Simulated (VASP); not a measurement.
Here is a VASP 6.6.1 calculation.

File INCAR:

```
ALGO = Normal
EDIFF = 1E-7
ENCUT = 520
GGA = PE
ISIF = 2
ISMEAR = 0
LASPH = T
LCHARG = F
LREAL = F
LWAVE = F
NBANDS = 96
NELM = 60
PREC = Accurate
SIGMA = 0.01
```

The input KPOINTS:

```
k-points
0
Gamma
  12 12 2
```

File POSCAR:

```
Ge
1.0
    4.0632249088     -0.0000000289      0.0000000000
   -2.0316124294      3.5188560068      0.0000000000
    0.0000000000      0.0000000000     20.0349342000
Ge
12
Direct
    0.0000000000      0.0000000000      0.6044340000
    0.0000000000      0.0000000000      0.2703420000
    0.6666666667      0.3333333333      0.4374820000
    0.6666666667      0.3333333333      0.7714220000
    0.6666666667      0.3333333333      0.1044770000
    0.3333333333      0.6666666667      0.9373020000
    0.0000000000      0.0000000000      0.3955660000
    0.0000000000      0.0000000000      0.7296580000
    0.6666666667      0.3333333333      0.2285780000
    0.6666666667      0.3333333333      0.5625180000
    0.6666666667      0.3333333333      0.8955230000
    0.3333333333      0.6666666667      0.0626980000
```

Potentials or basis: VASP PAW PBE potentials, release 64 (Ge_d).

Run with:

```bash
$ cat potpaw_PBE.64/Ge_d/POTCAR > POTCAR
$ mpirun -np 1 vasp_std > vasp.out
```

Q: What does it give for the largest force?

A: 0.009 eV/Å.

Q: What does it give for the band gap on the k mesh?

A: Zero (filled and empty bands touch).

Q: What does it give for the pressure?

A: -0.1 GPa.

Forces on the atoms (eV/Å):
```
Ge   0.000  0.000 -0.009
Ge   0.000  0.000 -0.005
Ge   0.000  0.000 -0.007
Ge   0.000  0.000 -0.004
Ge   0.000  0.000  0.002
Ge   0.000  0.000  0.001
Ge   0.000  0.000  0.009
Ge   0.000  0.000  0.005
Ge   0.000  0.000  0.004
Ge   0.000  0.000  0.007
Ge   0.000  0.000 -0.002
Ge   0.000  0.000 -0.001
```

Caveat: semilocal functionals underestimate gaps, so a narrow gap can read as zero.
